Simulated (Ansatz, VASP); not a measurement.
**One calculation of H, two programs**

INCAR

```
ALGO = Normal ; EDIFF = 1E-6
ENCUT = 520 ; GGA = PE
ISIF = 2 ; ISMEAR = 0
IVDW = 12 ; LASPH = True
LCHARG = False ; LREAL = False
LWAVE = False ; NBANDS = 6
NELM = 80 ; PREC = Accurate
SIGMA = 0.05
```

KPOINTS

```
k-points
0
Gamma
  10 10 26
```

POSCAR

```
H
1.0
    2.7821206758      0.0000000000      0.0000000000
    0.0000000000      2.7821206758      0.0000000000
    0.0000000000      0.0000000000      0.9314682740
H
1
Direct
    0.0000000000      0.0000000000      0.5000000000
```

Input for Ansatz:

```yaml
crystal:
  lattice:
    - [2.7821206758, 0.0, 0.0]
    - [0.0, 2.7821206758, 0.0]
    - [0.0, 0.0, 0.931468274]
  atoms:
    - { symbol: H, position: [0.0, 0.0, 0.5] }
basis:
  ecutwfc: 420
kpoints:
  mp_grid: { grid: [10, 10, 26] }
hamiltonian:
  xc: pbe
  dispersion: d3bj
scf:
  occupations: { method: gaussian, width: 0.05 }
output:
  forces: true
  stress: true
  eigenvalues: true
```

Change from the starting cell: strain +0.050 along x and y, -0.050 along z, atoms carried along.

Alike in both runs: task single point; functional PBE; dispersion D3(BJ); k mesh 10 × 10 × 26; occupations gaussian, width 0.05 eV; no spin polarisation.

```csv
,VASP,Ansatz
version,VASP 6.6.1,Ansatz 0.2.0
potentials or method,"VASP PAW PBE potentials, release 64 (H), cutoff 520 eV","scalar-relativistic, plane waves, PAW"
valence electrons in the cell,1,1
```

Ansatz gave:

* pressure (GPa): 8.6
* traceless stress, the component that is largest in VASP (GPa): 17.26

Task: Estimate VASP's values.

Result: Pressure (GPa): 8.3; traceless stress, the component that is largest in VASP (GPa): 17.28.
